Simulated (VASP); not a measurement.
# GeOs2: single point with PBE

The system is GeOs2.

```
CELL_PARAMETERS angstrom
4.33964 0.00000 0.00000
-2.16982 3.75824 0.00000
0.00000 0.00000 2.85592
ATOMIC_POSITIONS crystal
Ge 0.00000 0.00000 0.00000
Os 0.33333 0.66667 0.50000
Os 0.66667 0.33333 0.50000
```

| Property | Result |
| --- | --- |
| Program | VASP 6.6.1 |
| Task | single point |
| Functional | PBE |
| Potentials or basis | VASP PAW PBE potentials, release 64 (Ge_d, Os) |
| Cutoff | 520 eV |
| k mesh | 12 × 12 × 16 |
| Occupations | gaussian, width 0.1 eV |
| Spin | no spin polarisation |

```json
{
  "Pressure": "0.2 GPa",
  "Band gap on the k mesh": "zero (bands 15 and 16 overlap by 1.50 eV)"
}
```

Stress tensor (GPa, compression positive):
```
0.09 0.00 0.00
0.00 0.09 0.00
0.00 0.00 0.32
```

Levels at points of the mesh, in eV from the Fermi level:
| k point | band 11 | band 12 | band 13 | band 14 | band 15 | band 16 | band 17 | band 18 | band 19 | band 20 |
| --- | --- | --- | --- | --- | --- | --- | --- | --- | --- | --- |
| (0.00, 0.00, 0.00) | -2.85 | -2.85 | -1.54 | -1.54 | -0.99 | 0.83 | 0.83 | 4.22 | 4.22 | 4.71 |
| (0.50, 0.00, 0.00) | -3.75 | -2.36 | -1.89 | -1.63 | 0.18 | 0.27 | 1.13 | 1.36 | 3.72 | 7.66 |
| (0.00, 0.00, 0.50) | -3.00 | -2.76 | -2.76 | -2.19 | -2.19 | 0.83 | 2.98 | 4.01 | 5.05 | 5.05 |
| (0.50, 0.00, 0.50) | -3.97 | -3.60 | -0.93 | -0.59 | 0.78 | 1.22 | 2.19 | 2.88 | 3.92 | 4.09 |

Run time: 62 s on 1 thread of Intel(R) Xeon(R) 6975P-C (Granite Rapids) (shared host), peak memory 0.29 GiB.

Caveat: spin-orbit coupling is left out, which moves the levels of the heavy elements.
